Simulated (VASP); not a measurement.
# Mg5Pd: relaxation of cell and atoms with LDA

Mg5Pd:

```
CELL_PARAMETERS angstrom
5.25894 0.00000 0.00000
-2.62947 4.55438 0.00000
0.00000 0.00000 4.82190
ATOMIC_POSITIONS crystal
Mg 0.31303 0.00000 0.50000
Mg 0.68697 0.68697 0.50000
Mg 0.00000 0.31303 0.50000
Mg 0.33333 0.66667 0.00000
Mg 0.66667 0.33333 0.00000
Pd 0.00000 0.00000 0.00000
```

- Program: VASP 6.6.1
- Task: relaxation of cell and atoms
- Functional: LDA
- Potentials or basis: VASP PAW LDA potentials, release 64 (Mg, Pd)
- Cutoff: 600 eV
- k mesh: 5 × 5 × 5
- Occupations: methfessel-paxton, width 0.05 eV
- Spin: no spin polarisation
- Dipole correction: no
- Further INCAR settings: ALGO = Normal; EDIFF = 1e-06; IBRION = 2; EDIFFG = -0.03; NSW = 80; ISIF = 3

```
Relaxed volume                         : 18.34 Å³/atom
Relaxed cell                           : a = 5.183 Å, b = 5.183 Å, c = 4.729 Å, α = 90.00°, β = 90.00°, γ = 120.00°
Space group after relaxing (to 0.05 Å) : P-62m (No. 189)
Energy gained by relaxing              : 8.3 meV/atom
Ionic steps                            : 4
Pressure after relaxing                : 0.0 GPa
Largest force after relaxing           : 0.028 eV/Å
Band gap on the k mesh                 : zero (band 10 reaches 5.12 eV, above the bottom of band 11 at 3.03 eV)
```

Forces in eV/Å, atoms in the order of the input:
```
Mg   0.028  0.000  0.000
Mg  -0.014 -0.024  0.000
Mg  -0.014  0.024  0.000
Mg   0.000  0.000  0.000
Mg   0.000  0.000  0.000
Pd   0.000  0.000  0.000
```

The path:
```
step  energy change (eV)  largest force (eV/Å)  pressure (GPa)  volume (Å³)
   1              0.0000                0.0097           -2.74       115.49
   2             -0.0498                0.0465           -0.03       110.08
   3             -0.0498                0.0469           -0.03       110.04
   4             -0.0500                0.0276           -0.01       110.02
```

Final structure:
```
CELL_PARAMETERS angstrom
5.18317 0.00000 0.00000
-2.59158 4.48875 0.00000
0.00000 0.00000 4.72878
ATOMIC_POSITIONS crystal
Mg 0.31356 0.00000 0.50000
Mg 0.68644 0.68644 0.50000
Mg 0.00000 0.31356 0.50000
Mg 0.33333 0.66667 0.00000
Mg 0.66667 0.33333 0.00000
Pd 0.00000 0.00000 0.00000
```

Levels at points of the mesh, in eV from the Fermi level:
```csv
k point,band 8,band 9,band 10,band 11,band 12,band 13
"(0.00, 0.00, 0.00)",-0.34,-0.31,-0.12,-0.12,0.86,0.86
```

Run time: 2.1 min on 1 thread of Intel Xeon 8259CL, on a shared host, peak memory 0.23 GiB.
